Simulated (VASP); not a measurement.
# BaO (Fm-3m) in VASP: notebook, part 2 of 2

VASP 6.6.1.

## 3. Single point, PBE

This run uses another cell than the first one, of 21.58 Å³/atom.

The input, INCAR:

```
SYSTEM = BaO
PREC = Accurate
ENCUT = 600
EDIFF = 1E-6
ISMEAR = 0
SIGMA = 0.1
LREAL = .FALSE.
LASPH = .TRUE.
NELM = 120
ALGO = Normal
ISIF = 2
LWAVE = .FALSE.
LCHARG = .TRUE.
GGA = PE
LELF = .TRUE.
LVHAR = .TRUE.
NBANDS = 15
GGA_COMPAT = .FALSE.
```

The input, KPOINTS:

```
Automatic mesh
0
G
  6 6 6
  0 0 0
```

The input, POSCAR:

```
BaO
1.0
    0.0000000000      2.7841441863      2.7841441863
    2.7841441863      0.0000000000      2.7841441863
    2.7841441863      2.7841441863      0.0000000000
Ba O
1 1
Direct
    0.0000000000      0.0000000000      0.0000000000
    0.5000000000      0.5000000000      0.5000000000
```

Potentials or basis: VASP PAW PBE potentials, release 64 (Ba_sv, O).

Command:

```sh
$ cat potpaw_PBE.64/Ba_sv/POTCAR potpaw_PBE.64/O/POTCAR > POTCAR
$ mpirun -np 1 vasp_std > vasp.out
```

OUTCAR:

```text
SYSTEM = BaO
   PREC = Accurate
   ENCUT = 600
   EDIFF = 1E-6
   ISMEAR = 0
   LREAL = .FALSE.
   LASPH = .TRUE.
   NELM = 120
   ISIF = 2
   GGA = PE

 ion  position               nearest neighbor table
   1  0.000  0.000  0.000-   2 2.78   2 2.78   2 2.78   2 2.78   2 2.78   2 2.78
   2  0.500  0.500  0.500-   1 2.78   1 2.78   1 2.78   1 2.78   1 2.78   1 2.78

  LATTYP: Found a face centered cubic cell.
 ALAT       =     5.5682883726

  Lattice vectors:

 A1 = (   0.0000000000,   2.7841441863,   2.7841441863)
 A2 = (   2.7841441863,   0.0000000000,   2.7841441863)
 A3 = (   2.7841441863,   2.7841441863,   0.0000000000)

Analysis of symmetry for initial positions (statically):
=====================================================================
 Subroutine PRICEL returns:
 Original cell was already a primitive cell.

 Routine SETGRP: Setting up the symmetry group for a
 face centered cubic supercell.

 Subroutine GETGRP returns: Found 48 space group operations
 (whereof 48 operations were pure point group operations)
 out of a pool of 48 trial point group operations.

The static configuration has the point symmetry O_h .

Analysis of symmetry for dynamics (positions and initial velocities):
=====================================================================
 Subroutine PRICEL returns:
 Original cell was already a primitive cell.

 Routine SETGRP: Setting up the symmetry group for a
 face centered cubic supercell.

 Subroutine GETGRP returns: Found 48 space group operations
 (whereof 48 operations were pure point group operations)
 out of a pool of 48 trial point group operations.

The dynamic configuration has the point symmetry O_h .

 Subroutine INISYM returns: Found 48 space group operations
 (whereof 48 operations are pure point group operations),
 and found     1 'primitive' translations

----------------------------------------------------------------------------------------

                                     Primitive cell

  volume of cell :      43.1624

  direct lattice vectors                    reciprocal lattice vectors
     0.000000000  2.784144186  2.784144186    -0.179588400  0.179588400  0.179588400
     2.784144186  0.000000000  2.784144186     0.179588400 -0.179588400  0.179588400
     2.784144186  2.784144186  0.000000000     0.179588400  0.179588400 -0.179588400

  length of vectors
     3.937374468  3.937374468  3.937374468     0.311056233  0.311056233  0.311056233

  position of ions in fractional coordinates (direct lattice)
     0.000000000  0.000000000  0.000000000
     0.500000000  0.500000000  0.500000000

  ion indices of the primitive-cell ions
   primitive index   ion index
                 1           1
                 2           2

----------------------------------------------------------------------------------------

 KPOINTS: Automatic mesh

Automatic generation of k-mesh.
 Grid dimensions read from file:
 generate k-points for:    6    6    6

 Generating k-lattice:

  Cartesian coordinates                     Fractional coordinates (reciprocal lattice)
    -0.029931400  0.029931400  0.029931400     0.166666667  0.000000000  0.000000000
[... 32 lines left out ...]
   k-points           NKPTS =     16   k-points in BZ     NKDIM =     16   number of bands    NBANDS=     15
   number of dos      NEDOS =    301   number of ions     NIONS =      2
   total plane-waves  NPLWV =  32768
   dimension x,y,z NGX =    32 NGY =   32 NGZ =   32
   dimension x,y,z NGXF=    64 NGYF=   64 NGZF=   64
   ions per type =               1   1
   NGX,Y,Z   is equivalent  to a cutoff of  13.51, 13.51, 13.51 a.u.
   NGXF,Y,Z  is equivalent  to a cutoff of  27.02, 27.02, 27.02 a.u.
 SYSTEM =  BaO
   PREC   = accura    normal or accurate (medium, high low for compatibility)
   ISTART =      0    job   : 0-new  1-cont  2-samecut
   ICHARG =      2    charge: 1-file 2-atom 10-const
   ISPIN  =      1    spin polarized calculation?
   LNONCOLLINEAR =      F non collinear calculations
   LSORBIT =      F    spin-orbit coupling
   LASPH  =      T    aspherical Exc in radial PAW
   ENCUT  =  600.0 eV  44.10 Ry    6.64 a.u.   7.86  7.86  7.86*2*pi/ulx,y,z
   NELM   =    120;   NELMIN=  2; NELMDL= -5     # of ELM steps
   EDIFF  = 0.1E-05   stopping-criterion for ELM
   LREAL  =      F    real-space projection
   EDIFFG = 0.1E-04   stopping-criterion for IOM
   NSW    =      0    number of steps for IOM
   IBRION =     -1    ionic relax: 0-MD 1-quasi-New 2-CG
   NFREE  =      0    steps in history (QN), initial steepest desc. (CG)
   ISIF   =      2    stress and relaxation
   ISYM   =      2    0-nonsym 1-usesym 2-fastsym
   POTIM  = 0.5000    time-step for ionic-motion
   TEBEG  =    0.0;   TEEND  =   0.0 temperature during run
   PSTRESS=    0.0 pullay stress
   NELECT =      16.0000    total number of electrons
   NUPDOWN=      -1.0000    fix difference up-down
   EMIN   =  10.00;   EMAX   =-10.00  energy-range for DOS
   EFERMI =   0.00;   METHOD = LEGACY
   ISMEAR =     0;   SIGMA  =   0.10  broadening in eV -4-tet -1-fermi 0-gaus
   EFERMI_NEDOS =   21; number of points for ismear=-14 and -15
   IALGO  =     38    algorithm
   IMIX   =      4    mixing-type and parameters
     AMIX     =   0.40;   BMIX     =  1.00
     AMIX_MAG =   1.60;   BMIX_MAG =  1.00
  volume/ion in A,a.u.               =      21.58       145.64
  Fermi-wavevector in a.u.,A,eV,Ry     =   1.176016  2.222347 18.817032  1.383013
  Thomas-Fermi vector in A             =   2.312387
   LORBIT       =      0    0 simple, 1 ext, 2 COOP (PROOUT), +10 PAW based schemes
   GGA     = PE    functional components
   LHFCALC =     F    Hartree Fock is set to
   AEXX    =    0.0000 exact exchange contribution
   IVDW    =     0    specifies the selected vdW correction
   LEPSILON=     F    determine dielectric tensor
   LRPA    =     F    only Hartree local field effects (RPA)
 non-spin polarized calculation
 Gauss-broadening in eV      SIGMA  =   0.10
  energy-cutoff  :      600.00
  volume of cell :       43.16
 maximum number of plane-waves:      1459
   NGX = 15   NGY = 15   NGZ = 15

 number of electron      16.0000001 magnetization

 Free energy of the ion-electron system (eV)
  ---------------------------------------------------
  ext. energy  EPLUGINS =         0.00000000
  ---------------------------------------------------
  free energy    TOTEN  =       -11.80507434 eV

  energy without entropy =      -11.80507434  energy(sigma->0) =      -11.80507434

 E-fermi :   2.2462     XC(G=0):  -9.5467

 val. band max:        1.7662771748   @ k =   0.5000   0.5000   0.0000
 cond. band min:       3.7941440147   @ k =   0.5000   0.5000   0.0000
 fundamental gap:      2.0278668399
 Fermi energy:         2.2462443783

 k-point     1 :       0.0000    0.0000    0.0000
  band No.  band energies     occupation
      1     -24.1455      2.00000
      2     -13.2036      2.00000
      3      -8.6882      2.00000
      4      -8.6882      2.00000
      5      -8.6882      2.00000
      6       1.4649      2.00000
      7       1.4649      2.00000
      8       1.4649      2.00000
      9       5.2455      0.00000
     10       6.4582      0.00000
     11       6.4582      0.00000
     12       6.4582      0.00000
     13       8.6844      0.00000
     14       8.6844      0.00000
[... 257 lines left out ...]
      2     -13.5030      2.00000
      3      -9.9026      2.00000
      4      -9.4768      2.00000
      5      -8.8812      2.00000
      6       0.7620      2.00000
      7       1.5461      2.00000
      8       1.6540      2.00000
      9       5.0668      0.00000
     10       7.9283      0.00000
     11       8.3621      0.00000
     12      11.1935      0.00000
     13      11.4130      0.00000
     14      13.7030      0.00000
     15      13.9723      0.00000

------------------------ aborting loop because EDIFF is reached ----------------------------------------

  FORCE on cell =-STRESS in cart. coord.  units (eV):
  Direction    XX          YY          ZZ          XY          YZ          ZX
  --------------------------------------------------------------------------------------
  -------------------------------------------------------------------------------------
  Total        0.4672934      0.4672934      0.4672934      0.0000000      0.0000000      0.0000000
  in kB       17.3458292     17.3458292     17.3458292      0.0000000      0.0000000      0.0000000
  external PRESSURE =      17.3458292 kB  Pullay stress =       0.0000000 kB

 VOLUME and BASIS-vectors are now :
 -----------------------------------------------------------------------------
  energy-cutoff  :      600.00
  volume of cell :       43.16
      direct lattice vectors                 reciprocal lattice vectors
     0.000000000  2.784144186  2.784144186    -0.179588400  0.179588400  0.179588400
     2.784144186  0.000000000  2.784144186     0.179588400 -0.179588400  0.179588400
     2.784144186  2.784144186  0.000000000     0.179588400  0.179588400 -0.179588400

 POSITION                                       TOTAL-FORCE (eV/Angst)
 -----------------------------------------------------------------------------------
      0.00000      0.00000      0.00000         0.000000      0.000000      0.000000
      2.78414      2.78414      2.78414         0.000000      0.000000     -0.000000
 -----------------------------------------------------------------------------------
    total drift:                                0.000000     -0.000000      0.000000

  FREE ENERGIE OF THE ION-ELECTRON SYSTEM (eV)
  ---------------------------------------------------
  free  energy   TOTEN  =       -11.8050743436 eV

  energy  without entropy=      -11.8050743436  energy(sigma->0) =      -11.80507434
```

It took 8.7 s on 1 thread of AMD EPYC 9R45 (Zen 5), shared host; peak memory 0.15 GiB.

Results:

```yaml
Free_energy: -11.8051 eV
Pressure: 1.7 GPa
Band_gap_on_the_k_mesh: 2.03 eV
```

Levels at points of the mesh, in eV from the valence-band top:
```csv
k point,band 4,band 5,band 6,band 7,band 8,band 9,band 10,band 11,band 12,band 13
"(0.00, 0.00, 0.00)",-10.45,-10.45,-0.30,-0.30,-0.30,3.48,4.69,4.69,4.69,6.92
"(0.50, 0.00, 0.00)",-10.57,-10.57,-1.93,-1.41,-1.41,4.91,7.11,7.11,8.10,10.38
"(0.50, 0.50, 0.00)",-11.01,-11.01,-0.13,-0.13,0.00,2.03,5.91,8.82,9.30,9.63
```

Caveat: spin-orbit coupling is left out, which moves the levels of the heavy elements.

## 4. Single point, PBE

This run uses another cell than the first one, of 21.64 Å³/atom.

Edit INCAR of step 3 so:

```diff
@@ -5,3 +5,3 @@
 ISMEAR = 0
-SIGMA = 0.1
+SIGMA = 0.02
 LREAL = .FALSE.
```

The input, KPOINTS:

```
regular mesh
0
G
  8 8 8
  0 0 0
```

The input, POSCAR:

```
BaO
1.0
    0.0000000000      2.7867147514      2.7867147514
    2.7867147514      0.0000000000      2.7867147514
    2.7867147514      2.7867147514      0.0000000000
Ba O
1 1
Direct
    0.0000000000      0.0000000000      0.0000000000
    0.5000000000      0.5000000000      0.5000000000
```

Command:

```sh
$ cat potpaw_PBE.64/Ba_sv/POTCAR potpaw_PBE.64/O/POTCAR > POTCAR
$ mpirun -np 1 vasp_std > vasp.out
```

It took 13 s on 1 thread of AMD EPYC 9R45 (Zen 5), shared host; peak memory 0.15 GiB.

Results (log left out):

| Property | Result |
| --- | --- |
| Free energy | -11.8064 eV |
| Pressure | 1.5 GPa |
| Band gap on the k mesh | 2.04 eV |

Levels at points of the mesh, in eV from the valence-band top:
```
           k point  band 5  band 6  band 7  band 8  band 9  band 10  band 11  band 12
(0.00, 0.00, 0.00)  -10.46   -0.29   -0.29   -0.29    3.47     4.69     4.69     4.69
(0.50, 0.00, 0.00)  -10.58   -1.92   -1.39   -1.39    4.91     7.10     7.10     8.08
(0.50, 0.50, 0.00)  -11.01   -0.13   -0.13    0.00    2.04     5.90     8.81     9.28
```

Caveat: spin-orbit coupling is left out, which moves the levels of the heavy elements.

## 5. Summary

```tsv
cell	k mesh	smearing	gap on the mesh (eV)	pressure (GPa)
a = 3.683 Å, angles 60.0°, 2 atoms	6 × 6 × 6	gaussian 0.1 eV	1.12	26.0
a = 3.937 Å, angles 60.0°, 2 atoms	6 × 6 × 6	gaussian 0.1 eV	2.03	1.7
a = 3.941 Å, angles 60.0°, 2 atoms	8 × 8 × 8	gaussian 0.02 eV	2.04	1.5
```

Alike in all rows: task single point; level PBE; potentials or basis VASP PAW PBE potentials, release 64 (Ba_sv, O); no spin polarisation; cutoff (eV) 600.

Caveats: spin-orbit coupling is left out, which moves the levels of the heavy elements; the cell stands under pressure (at least some runs).

Total energies depend on the potentials used, so only differences within one code and one set of settings carry meaning.
